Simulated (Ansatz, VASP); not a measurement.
# Two plane-wave programs on VI

INCAR

```
SYSTEM = VI
ALGO     = Fast           ! electronic algorithm
EDIFF    = 1E-6           ! SCF threshold, eV
EDIFFG   = -0.04          ! ionic threshold
ENCUT    = 600            ! plane-wave cutoff, eV
GGA      = PE             ! functional
IBRION   = 2              ! ionic algorithm
ISIF     = 3              ! what is computed and relaxed
ISMEAR   = 0              ! smearing method
ISPIN    = 2              ! spin polarisation
LASPH    = .TRUE.         ! aspherical terms in the spheres
LCHARG   = .FALSE.        ! write CHGCAR
LMAXMIX  = 4              ! l up to which the mixer works
LORBIT   = 11             ! projections on sites
LREAL    = .FALSE.        ! projectors in reciprocal space
LWAVE    = .FALSE.        ! write WAVECAR
MAGMOM   = 3.79 0         ! initial moments
NELM     = 150            ! most SCF steps
NSW      = 90             ! ionic steps
PREC     = Accurate       ! precision mode
SIGMA    = 0.1            ! smearing width, eV
```

KPOINTS

```
k-points
0
G
  4 4 4
  0 0 0
```

POSCAR

```
VI
1.0
    3.8459713320      0.0000000000      0.0000000000
    0.0000000000      3.8459713320      0.0000000000
    0.0000000000      0.0000000000      3.8459713320
V I
1 1
Direct
    0.0000000000      0.0000000000      0.0000000000
    0.5000000000      0.5000000000      0.5000000000
```

Input for Ansatz:

```yaml
crystal:
  lattice:
    - [3.845971332, 0.0, 0.0]
    - [0.0, 3.845971332, 0.0]
    - [0.0, 0.0, 3.845971332]
  atoms:
    - { symbol: V, position: [0.0, 0.0, 0.0], spin: 3.79 }
    - { symbol: I, position: [0.5, 0.5, 0.5] }
basis:
  ecutwfc: 420
kpoints:
  mp_grid: { grid: [4, 4, 4] }
hamiltonian:
  xc: pbe
scf:
  occupations: { method: gaussian, width: 0.1 }
  lower_state_search: "off"
output:
  forces: true
  stress: true
  eigenvalues: true
  populations: true
magnetization:
  spin_polarized: true
relax:
  adjacent_minimum: "off"
  f_tol: 0.04
  max_steps: 70
  cell: { stress_tol: 0.4 }
```

Alike in both runs: task relaxation of cell and atoms; functional PBE; k mesh 4 × 4 × 4; occupations gaussian, width 0.1 eV; collinear spin.

|  | VASP | Ansatz |
| --- | --- | --- |
| version | VASP 6.6.1 | Ansatz 0.2.0 |
| potentials or method | VASP PAW PBE potentials, release 64 (V_sv, I), cutoff 600 eV | scalar-relativistic, plane waves, PAW |
| valence electrons in the cell | 20 | 30 |

```csv
,VASP,Ansatz,Ansatz less VASP
"gap on the k mesh at the Fermi level, each at its own relaxed structure (eV)",none,none,-
net moment per atom (μB),1.84,1.84,-0.003
size of the moment on the site where the two differ most (μB),3.01,3.21,+0.195
relaxed volume (Å³/atom),24.26,24.19,-0.069
relaxed length of the cell vector where the two differ most in proportion (Å),3.647,3.644,-0.0035
```

Site moments also hang on the region over which each program counts them. A gap of «none» marks a metal or a gap that the smearing closes. VASP's potentials hold 20 valence electrons a cell and Ansatz's 30, so a difference there can come from the potentials and not from the codes.

The k mesh is coarse, so the values compare programs but aren't converged. Neither program's run includes spin-orbit coupling.
